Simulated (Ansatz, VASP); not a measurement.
**One calculation of In, two programs**

The input INCAR:

```
PREC = Accurate ; ENCUT = 600
EDIFF = 1E-7 ; ISMEAR = 0
SIGMA = 0.1 ; LREAL = False
LASPH = True ; NELM = 100
ALGO = Normal ; ISIF = 3
LWAVE = False ; LCHARG = False
GGA = PS ; IBRION = 2
NSW = 90 ; EDIFFG = -0.04
```

The input KPOINTS:

```
regular mesh
0
Gamma
  6 6 6
```

File POSCAR:

```
In
1.0
    2.0479091869      1.1823609204      3.7976020570
   -2.0479091869      1.1823609204      3.7976020570
    0.0000000000     -2.3647218407      3.7976020570
In
2
Direct
    0.2275400000      0.2275400000      0.2275400000
    0.7724600000      0.7724600000      0.7724600000
```

Input for Ansatz:

```yaml
crystal:
  lattice:
    - [2.0479091869, 1.1823609204, 3.797602057]
    - [-2.0479091869, 1.1823609204, 3.797602057]
    - [0.0, -2.3647218407, 3.797602057]
  atoms:
    - { symbol: In, position: [0.22754, 0.22754, 0.22754] }
    - { symbol: In, position: [0.77246, 0.77246, 0.77246] }
basis:
  ecutwfc: 420
kpoints:
  mp_grid: { grid: [6, 6, 6] }
hamiltonian:
  xc: pbesol
scf:
  occupations: { method: gaussian, width: 0.1 }
  lower_state_search: "off"
output:
  forces: true
  stress: true
  eigenvalues: true
relax:
  adjacent_minimum: "off"
  f_tol: 0.04
  max_steps: 70
  cell: { stress_tol: 0.4 }
```

Alike in both runs: task relaxation of cell and atoms; functional PBEsol; k mesh 6 × 6 × 6; occupations gaussian, width 0.1 eV; no spin polarisation.

```csv
,VASP,Ansatz
version,VASP 6.6.1,Ansatz 0.2.0
potentials or method,"VASP PAW PBE potentials, release 64 (In_d), cutoff 600 eV","scalar-relativistic, plane waves, PAW"
valence electrons in the cell,26,26
```

VASP gave:

- gap on the k mesh at the Fermi level, each at its own relaxed structure (eV): none
- relaxed volume (Å³/atom): 26.61
- relaxed cell length with the largest relative difference (Å): 4.712

Q: Estimate Ansatz's values.

A: gap on the k mesh at the Fermi level, each at its own relaxed structure (eV): none; relaxed volume (Å³/atom): 26.61; relaxed cell length with the largest relative difference (Å): 4.711.

VASP's potentials were made for PBE, not for PBEsol. A gap of «none» marks a metal or a gap that the smearing closes.
